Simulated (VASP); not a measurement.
# Si (Imma) in VASP: further runs

Si is run at these levels: PBE; tasks: electric field gradients.

Program: VASP 6.6.1. These are calculated values, not measurements. Logs are shortened: lines on timing, memory, paths and dates and some standing lists are left out, and cuts for length are marked.

### Step 1. The cell of the first run

Symmetry: Imma, No. 74, orthorhombic system. Conventional cell: a = 4.411 Å, b = 4.641 Å, c = 2.498 Å, α = 90.00°, β = 90.00°, γ = 90.00°. Si (site symmetry mm2) has 10 Si at 2.34 to 3.21 Å within 3.3 Å.

### Step 2. Electric field gradients, PBE (12.79 Å³/atom)

Input file INCAR:

```
SYSTEM = Si
  PREC = Accurate
  ENCUT = 520
  EDIFF = 1E-8
  ISMEAR = -1
  SIGMA = 0.08
  LREAL = .False.
  LASPH = .True.
  NELM = 80
  ALGO = Normal
  ISIF = 2
  LWAVE = .False.
  LCHARG = .False.
  GGA = PE
  LEFG = .True.
  ISYM = 0
  NBANDS = 11
```

Input file KPOINTS:

```
Automatic mesh
0
Gamma
  16 16 11
  0 0 0
```

Input file POSCAR:

```
Si
1.0
   -2.2054392274      2.3205609996      1.2491936984
    2.2054392274     -2.3205609996      1.2491936984
    2.2054392274      2.3205609996     -1.2491936984
Si
2
Direct
    0.8070000000      0.5570000000      0.2500000000
    0.1930000000      0.4430000000      0.7500000000
```

Potentials or basis: VASP PAW PBE potentials, release 64 (Si).

Command:

```bash
cat potpaw_PBE.64/Si/POTCAR > POTCAR
mpirun -np 1 vasp_std > vasp.out
```

OUTCAR:

```text
SYSTEM = Si
   PREC = Accurate
   ENCUT = 520
   EDIFF = 1E-8
   ISMEAR = -1
   LREAL = .False.
   LASPH = .True.
   NELM = 80
   ISIF = 2
   GGA = PE
   ISYM = 0

 ion  position               nearest neighbor table
   1  0.807  0.557  0.250-   2 2.34   2 2.34   2 2.41   2 2.41   2 2.69   2 2.69
   2  0.193  0.443  0.750-   1 2.34   1 2.34   1 2.41   1 2.41   1 2.69   1 2.69

IMPORTANT INFORMATION: All symmetrisations will be switched off!
NOSYMM: (Re-)initialisation of all symmetry stuff for point group C_1.

----------------------------------------------------------------------------------------

                                     Primitive cell

  volume of cell :      25.5728

  direct lattice vectors                    reciprocal lattice vectors
    -2.205439227  2.320561000  1.249193698     0.000000000  0.215465140  0.400258183
     2.205439227 -2.320561000  1.249193698     0.226712209  0.000000000  0.400258183
     2.205439227  2.320561000 -1.249193698     0.226712209  0.215465140  0.000000000

  length of vectors
     3.436488096  3.436488096  3.436488096     0.454567750  0.460005477  0.312767729

  position of ions in fractional coordinates (direct lattice)
     0.807000000  0.557000000  0.250000000
     0.193000000  0.443000000  0.750000000

  ion indices of the primitive-cell ions
   primitive index   ion index
                 1           1
                 2           2

----------------------------------------------------------------------------------------

 KPOINTS: Automatic mesh

Automatic generation of k-mesh.
 Grid dimensions read from file:
 generate k-points for:   16   16   11

 Generating k-lattice:

  Cartesian coordinates                     Fractional coordinates (reciprocal lattice)
     0.000000000  0.013466571  0.025016136     0.062500000  0.000000000  0.000000000
     0.014169513  0.000000000  0.025016136    -0.000000000  0.062500000  0.000000000
     0.020610201  0.019587740  0.000000000    -0.000000000  0.000000000  0.090909091

  Length of vectors
     0.028410484  0.028750342  0.028433430

  Shift w.r.t. Gamma in fractional coordinates (k-lattice)
     0.000000000  0.000000000  0.000000000

 -----------------------------------------------------------------------------
|                                                                             |
|           W    W    AA    RRRRR   N    N  II  N    N   GGGG   !!!           |
|           W    W   A  A   R    R  NN   N  II  NN   N  G    G  !!!           |
|           W    W  A    A  R    R  N N  N  II  N N  N  G       !!!           |
|           W WW W  AAAAAA  RRRRR   N  N N  II  N  N N  G  GGG   !            |
|           WW  WW  A    A  R   R   N   NN  II  N   NN  G    G                |
|           W    W  A    A  R    R  N    N  II  N    N   GGGG   !!!           |
|                                                                             |
|     Your reciprocal lattice and k-lattice belong to different lattice       |
|     classes:                                                                |
|                                                                             |
|        The reciprocal lattice is face-centered orthorhombic,                |
|        whereas your k-lattice is triclinic.                                 |
|                                                                             |
|     Results are often still useful ...                                      |
|                                                                             |
 -----------------------------------------------------------------------------

 WARNING: IBZKPT: internal override: KBLOWUP is changed to .FALSE.
      ... skipping the blow-up phase ...

 Subroutine IBZKPT returns following result:
 ===========================================

 Found   1410 irreducible k-points:

 Following reciprocal coordinates:
            Coordinates               Weight
  0.000000  0.000000  0.000000      1.000000
  0.062500 -0.000000  0.000000      2.000000
  0.125000 -0.000000  0.000000      2.000000
  0.187500 -0.000000  0.000000      2.000000
  0.250000 -0.000000  0.000000      2.000000
  0.312500  0.000000  0.000000      2.000000
[... 16 lines left out ...]
 -0.187500  0.062500 -0.000000      2.000000
 -0.125000  0.062500 -0.000000      2.000000
 [... further k-points ...]
   k-points           NKPTS =   1410   k-points in BZ     NKDIM =   1410   number of bands    NBANDS=     11
[... 19 lines left out ...]
   EDIFFG = 0.1E-06   stopping-criterion for IOM
   NSW    =      0    number of steps for IOM
   IBRION =     -1    ionic relax: 0-MD 1-quasi-New 2-CG
   NFREE  =      0    steps in history (QN), initial steepest desc. (CG)
   ISIF   =      2    stress and relaxation
   ISYM   =      0    0-nonsym 1-usesym 2-fastsym
   POTIM  = 0.5000    time-step for ionic-motion
   TEBEG  =    0.0;   TEEND  =   0.0 temperature during run
   PSTRESS=    0.0 pullay stress
   NELECT =       8.0000    total number of electrons
   NUPDOWN=      -1.0000    fix difference up-down
   EMIN   =  10.00;   EMAX   =-10.00  energy-range for DOS
   EFERMI =   0.00;   METHOD = LEGACY
   ISMEAR =    -1;   SIGMA  =   0.08  broadening in eV -4-tet -1-fermi 0-gaus
   EFERMI_NEDOS =   21; number of points for ismear=-14 and -15
   IALGO  =     38    algorithm
   IMIX   =      4    mixing-type and parameters
     AMIX     =   0.40;   BMIX     =  1.00
     AMIX_MAG =   1.60;   BMIX_MAG =  1.00
  volume/ion in A,a.u.               =      12.79        86.29
  Fermi-wavevector in a.u.,A,eV,Ry     =   1.111336  2.100121 16.804128  1.235069
  Thomas-Fermi vector in A             =   2.247898
   LORBIT       =      0    0 simple, 1 ext, 2 COOP (PROOUT), +10 PAW based schemes
   GGA     = PE    functional components
   LHFCALC =     F    Hartree Fock is set to
   AEXX    =    0.0000 exact exchange contribution
   IVDW    =     0    specifies the selected vdW correction
   LEPSILON=     F    determine dielectric tensor
   LRPA    =     F    only Hartree local field effects (RPA)
 non-spin polarized calculation
  energy-cutoff  :      520.00
  volume of cell :       25.57
 maximum number of plane-waves:       705
 NGX is ok and might be reduce to    28
   NGX = 13   NGY = 13   NGZ = 13

 number of electron       8.0000000 magnetization

 Free energy of the ion-electron system (eV)
  ---------------------------------------------------
  ext. energy  EPLUGINS =         0.00000000
  ---------------------------------------------------
  free energy    TOTEN  =        -9.89552367 eV

  energy without entropy =       -9.87997902  energy(sigma->0) =       -9.88775134

 E-fermi :  11.5666     XC(G=0): -11.6312

 val. band max:       11.5665925236   @ k =   0.2500  -0.0000   0.0000
 cond. band min:      11.5712745112   @ k =  -0.1875  -0.0625   0.4545
 fundamental gap:      0.0046819876
 Fermi energy:        11.5666197483

 k-point     1 :       0.0000    0.0000    0.0000
  band No.  band energies     occupation
      1      -3.8431      2.00000
      2       8.4360      2.00000
      3       8.9589      2.00000
      4      10.1133      2.00000
      5      12.3509      0.00011
      6      19.4114      0.00000
      7      21.2097      0.00000
      8      22.0787      0.00000
      9      22.8590      0.00000
     10      23.0319      0.00000
     11      23.9550      0.00000
[... 309 lines left out ...]
 k-point    24 :      -0.1250    0.0625   -0.0000
  band No.  band energies     occupation
      1      -3.6190      2.00000
      2       7.3240      2.00000
      3       8.6937      2.00000
      4      11.1660      1.98671
      5      13.4242      0.00000
      6      17.6489      0.00000
      7      20.2173      0.00000
      8      21.5271      0.00000
      9      22.0903      0.00000
     10      22.9391      0.00000
     11      24.4292      0.00000

 [... further k-points ...]

------------------------ aborting loop because EDIFF is reached ----------------------------------------

  FORCE on cell =-STRESS in cart. coord.  units (eV):
  Direction    XX          YY          ZZ          XY          YZ          ZX
  --------------------------------------------------------------------------------------
  -------------------------------------------------------------------------------------
  Total        4.1389696      4.9696630      4.1456811     -0.0123201      0.0089271      0.0023472
  in kB      259.3133974    311.3577378    259.7338887     -0.7718727      0.5592999      0.1470535
  external PRESSURE =     276.8016746 kB  Pullay stress =       0.0000000 kB

 VOLUME and BASIS-vectors are now :
 -----------------------------------------------------------------------------
  energy-cutoff  :      520.00
  volume of cell :       25.57
      direct lattice vectors                 reciprocal lattice vectors
    -2.205439227  2.320561000  1.249193698     0.000000000  0.215465140  0.400258183
     2.205439227 -2.320561000  1.249193698     0.226712209  0.000000000  0.400258183
     2.205439227  2.320561000 -1.249193698     0.226712209  0.215465140  0.000000000

 POSITION                                       TOTAL-FORCE (eV/Angst)
 -----------------------------------------------------------------------------------
      0.00000      1.16028      1.39160         0.005294     -0.000239     -0.065112
      2.20544      1.16028     -0.14241        -0.005294      0.000239      0.065112
 -----------------------------------------------------------------------------------
    total drift:                               -0.000000     -0.000000     -0.000000

  FREE ENERGIE OF THE ION-ELECTRON SYSTEM (eV)
  ---------------------------------------------------
  free  energy   TOTEN  =        -9.8955236677 eV

  energy  without entropy=       -9.8799790169  energy(sigma->0) =       -9.88775134

 Electric field gradients (V/A^2)
---------------------------------------------------------------------
 ion       V_xx      V_yy      V_zz      V_xy      V_xz      V_yz
---------------------------------------------------------------------
   1      10.895   -28.314    17.419     0.035    -0.037    -0.103
   2      10.895   -28.314    17.419     0.035    -0.037    -0.103
---------------------------------------------------------------------

 Electric field gradients after diagonalization (V/A^2)
 (convention: |V_zz| > |V_xx| > |V_yy|)
----------------------------------------------------------------------
 ion       V_xx      V_yy      V_zz     asymmetry (V_yy - V_xx)/ V_zz
----------------------------------------------------------------------
   1      17.420    10.894   -28.314       0.230
   2      17.420    10.894   -28.314       0.230
----------------------------------------------------------------------

           NMR quadrupolar parameters

 Cq : quadrupolar parameter    Cq=e*Q*V_zz/h
 eta: asymmetry parameters     (V_yy - V_xx)/ V_zz
 Q  : nuclear electric quadrupole moment in mb (millibarn)
----------------------------------------------------------------------
 ion       Cq(MHz)       eta       Q (mb)
----------------------------------------------------------------------
   1      -0.068       0.230       1.000
   2      -0.068       0.230       1.000
----------------------------------------------------------------------
```

Run time: 8 min. Hardware: 1 thread of Oxide Virtual Turin-like, shared host; peak memory 0.38 GiB.

What came out:

```yaml
Free_energy: -9.8955 eV
Pressure: 27.7 GPa
Largest_force: 0.065 eV/Å
Band_gap_on_the_k_mesh: zero (bands 4 and 5 overlap by 7.87 eV)
Largest_electric_field_gradient_by_atom: Si -28.3 V/Å²
```

Forces in eV/Å, atoms in the order of the input:
```
Si   0.005  0.000 -0.065
Si  -0.005  0.000  0.065
```

Levels at points of the mesh, in eV from the Fermi level:
| k point | band 2 | band 3 | band 4 | band 5 | band 6 | band 7 |
| --- | --- | --- | --- | --- | --- | --- |
| (0.00, 0.00, 0.00) | -3.13 | -2.61 | -1.45 | 0.78 | 7.84 | 9.64 |
| (0.50, 0.00, 0.00) | -7.98 | -1.83 | -1.50 | -1.24 | -0.15 | 5.15 |
| (0.00, 0.50, 0.00) | -7.73 | -2.97 | -2.31 | -1.23 | 0.79 | 5.50 |
| (0.50, 0.50, 0.00) | -11.91 | 0.09 | 0.10 | 3.06 | 3.06 | 9.15 |

Electric field gradients, principal values (V/Å²):
| atom | least | middle | greatest (by size) |
| --- | --- | --- | --- |
| 1 Si | 10.894 | 17.420 | -28.314 |
| 2 Si | 10.894 | 17.420 | -28.314 |

Caveat: the stress differs along the axes, from 26 to 31 GPa; without QUAD_EFG the Cq values of the log hold for a quadrupole moment of 1 mb, not for the nuclei.

### Step 3. Electric field gradients, PBE

This run uses another cell than the first one, of 13.60 Å³/atom.

Input file INCAR:

```
PREC     = Accurate       # precision mode
ENCUT    = 520            # plane-wave cutoff, eV
EDIFF    = 1E-8           # SCF threshold, eV
ISMEAR   = -1             # smearing method
SIGMA    = 0.08           # smearing width, eV
LREAL    = False          # projectors in reciprocal space
LASPH    = True           # aspherical terms in the spheres
NELM     = 80             # most SCF steps
ALGO     = Normal         # electronic algorithm
ISIF     = 2              # what is computed and relaxed
LWAVE    = False          # write WAVECAR
LCHARG   = False          # write CHGCAR
GGA      = PE             # functional
LEFG     = True         
ISYM     = 0            
NBANDS   = 11             # bands
```

Input file KPOINTS:

```
regular mesh
0
Gamma
  16 16 11
```

Input file POSCAR:

```
Si
1.0
   -2.2510000000      2.3685000000      1.2750000000
    2.2510000000     -2.3685000000      1.2750000000
    2.2510000000      2.3685000000     -1.2750000000
Si
2
Direct
    0.8070000000      0.5570000000      0.2500000000
    0.1930000000      0.4430000000      0.7500000000
```

Potentials or basis: VASP PAW PBE potentials, release 64 (Si).

Command:

```bash
cat potpaw_PBE.64/Si/POTCAR > POTCAR
mpirun -np 1 vasp_std > vasp.out
```

OUTCAR:

```text
PREC = Accurate
   ENCUT = 520
   EDIFF = 1E-8
   ISMEAR = -1
   LREAL = False
   LASPH = True
   NELM = 80
   ISIF = 2
   GGA = PE
   ISYM = 0

 ion  position               nearest neighbor table
   1  0.807  0.557  0.250-   2 2.39   2 2.39   2 2.46   2 2.46   2 2.74   2 2.74
   2  0.193  0.443  0.750-   1 2.39   1 2.39   1 2.46   1 2.46   1 2.74   1 2.74

IMPORTANT INFORMATION: All symmetrisations will be switched off!
NOSYMM: (Re-)initialisation of all symmetry stuff for point group C_1.

----------------------------------------------------------------------------------------

                                     Primitive cell

  volume of cell :      27.1906

  direct lattice vectors                    reciprocal lattice vectors
    -2.251000000  2.368500000  1.275000000     0.000000000  0.211104074  0.392156863
     2.251000000 -2.368500000  1.275000000     0.222123501  0.000000000  0.392156863
     2.251000000  2.368500000 -1.275000000     0.222123501  0.211104074  0.000000000
[... 514 lines left out ...]
    -2.251000000  2.368500000  1.275000000     0.000000000  0.211104074  0.392156863
     2.251000000 -2.368500000  1.275000000     0.222123501  0.000000000  0.392156863
     2.251000000  2.368500000 -1.275000000     0.222123501  0.211104074  0.000000000

 POSITION                                       TOTAL-FORCE (eV/Angst)
 -----------------------------------------------------------------------------------
     -0.00000      1.18425      1.42035         0.004270     -0.000816     -0.000565
      2.25100      1.18425     -0.14535        -0.004270      0.000816      0.000565
 -----------------------------------------------------------------------------------
    total drift:                                0.000000     -0.000000      0.000000

  FREE ENERGIE OF THE ION-ELECTRON SYSTEM (eV)
  ---------------------------------------------------
  free  energy   TOTEN  =       -10.1117290223 eV

  energy  without entropy=      -10.0960616172  energy(sigma->0) =      -10.10389532

 Electric field gradients (V/A^2)
---------------------------------------------------------------------
 ion       V_xx      V_yy      V_zz      V_xy      V_xz      V_yz
---------------------------------------------------------------------
   1      10.028   -26.667    16.639     0.080    -0.001    -0.102
   2      10.028   -26.667    16.639     0.080    -0.001    -0.102
---------------------------------------------------------------------

 Electric field gradients after diagonalization (V/A^2)
 (convention: |V_zz| > |V_xx| > |V_yy|)
----------------------------------------------------------------------
 ion       V_xx      V_yy      V_zz     asymmetry (V_yy - V_xx)/ V_zz
----------------------------------------------------------------------
   1      16.639    10.029   -26.668       0.248
   2      16.639    10.029   -26.668       0.248
----------------------------------------------------------------------

           NMR quadrupolar parameters

 Cq : quadrupolar parameter    Cq=e*Q*V_zz/h
 eta: asymmetry parameters     (V_yy - V_xx)/ V_zz
 Q  : nuclear electric quadrupole moment in mb (millibarn)
----------------------------------------------------------------------
 ion       Cq(MHz)       eta       Q (mb)
----------------------------------------------------------------------
   1      -0.064       0.248       1.000
   2      -0.064       0.248       1.000
----------------------------------------------------------------------
```

Run time: 7.1 min. Hardware: 1 thread of Oxide Virtual Turin-like, shared host; peak memory 0.4 GiB.

Results:

```yaml
Free_energy: -10.1117 eV
Pressure: 15.7 GPa
Largest_force: 0.004 eV/Å
Band_gap_on_the_k_mesh: zero (bands 4 and 5 overlap by 7.50 eV)
Largest_electric_field_gradient_by_atom: Si -26.7 V/Å²
```

Forces in eV/Å, atoms in the order of the input:
```
Si   0.004 -0.001 -0.001
Si  -0.004  0.001  0.001
```

Electric field gradients, principal values (V/Å²):
```
atom   least  middle  greatest (by size)
1 Si  10.029  16.639             -26.668
2 Si  10.029  16.639             -26.668
```

Caveat: the cell stands under pressure; without QUAD_EFG the Cq values of the log hold for a quadrupole moment of 1 mb, not for the nuclei.

[end of part 1 of 2]
